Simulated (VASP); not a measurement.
Runs of VASP 6.6.1 on GaGe. The structure is that of space group I-4m2 (No. 119), or close to it. The cells are those of the table. 

| cell | gap on the mesh (eV) | pressure (GPa) |
| --- | --- | --- |
| a = 4.098, b = 3.875, c = 3.875 Å, angles 63.9, 58.1, 58.1°, 2 atoms | none | 2.0 |
| a = 4.098, b = 3.803, c = 3.803 Å, angles 65.2, 57.4, 57.4°, 2 atoms | none | 5.0 |
| a = 4.098, b = 3.947, c = 3.947 Å, angles 62.5, 58.7, 58.7°, 2 atoms | none | (b) |
| a = 4.098, b = 4.335, c = 4.335 Å, angles 56.4, 61.8, 61.8°, 2 atoms | none | -7.5 |
| a = 4.098, b = 4.416, c = 4.416 Å, angles 55.3, 62.4, 62.4°, 2 atoms | none | (a) |

Alike in all rows: task single point; level LDA; potentials or basis VASP PAW LDA potentials, release 64 (Ga_d, Ge_d); no spin polarisation; k mesh 14 × 14 × 14; cutoff (eV) 520; smearing gaussian 0.15 eV.

Fill in the values left out.

(a) -8.1; (b) -0.4.

A k mesh can miss the band edges, and the runs leave out spin-orbit coupling on Ga, Ge.

A gap of «none» marks levels without a gap at the run's occupations.
